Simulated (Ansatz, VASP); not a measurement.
**Li2Pd: VASP beside Ansatz**

Contents of INCAR:

```
  ALGO = Normal
  EDIFF = 1E-8
  ENCUT = 520
  GGA = CA
  ISIF = 2
  ISMEAR = -1
  LASPH = True
  LCHARG = False
  LEFG = True
  LREAL = False
  LWAVE = False
  NBANDS = 15
  NELM = 100
  PREC = Accurate
  SIGMA = 0.08
```

The input KPOINTS:

```
k-points
0
Gamma
  11 11 15
```

The input POSCAR:

```
Li2Pd
1.0
    4.2267001844      0.0000000000      0.0000000000
   -2.1133500922      3.6604297339      0.0000000000
    0.0000000000      0.0000000000      2.7865380000
Li Pd
2 1
Direct
    0.3333333333      0.6666666667      0.5000000000
    0.6666666667      0.3333333333      0.5000000000
    0.0000000000      0.0000000000      0.0000000000
```

Input for Ansatz:

```yaml
crystal:
  lattice:
    - [4.2267001844, 0.0, 0.0]
    - [-2.1133500922, 3.6604297339, 0.0]
    - [0.0, 0.0, 2.786538]
  atoms:
    - { symbol: Li, position: [0.3333333333, 0.6666666667, 0.5] }
    - { symbol: Li, position: [0.6666666667, 0.3333333333, 0.5] }
    - { symbol: Pd, position: [0.0, 0.0, 0.0] }
kpoints:
  mp_grid: { grid: [11, 11, 15] }
scf:
  occupations: { method: fermi_dirac, width: 0.08 }
hamiltonian:
  xc: lda
  pseudopotentials: { kind: paw }
output:
  forces: true
  stress: true
  eigenvalues: true
  efg: { contact_densities: true }
```

Change from the starting cell: zz strain of +2 %, PAW files.

Alike in both runs: task electric field gradients; functional LDA; k mesh 11 × 11 × 15; occupations fermi-dirac, width 0.08 eV; no spin polarisation.

|  | VASP | Ansatz |
| --- | --- | --- |
| version | VASP 6.6.1 | Ansatz 0.2.0 |
| potentials or method | VASP PAW LDA potentials, release 64 (Li_sv, Pd) | PAW with Ansatz's default frozen-core files, scalar-relativistic |
| plane-wave cutoff (eV) | 520 | 420 |
| valence electrons in the cell | 16 | 24 |

```csv
,VASP,Ansatz,Ansatz less VASP
size of Vzz on the site where it differs most (V/Å²),73.8,72.0,-1.81
```

LDA's correlation is that of Perdew and Zunger in VASP and of Perdew and Wang (1992) in Ansatz. VASP's potentials hold 16 valence electrons a cell and Ansatz's 24, so a difference there can come from the potentials and not from the codes.

Noted on VASP's run: the cutoff is short for stress, so the pressure is rough.
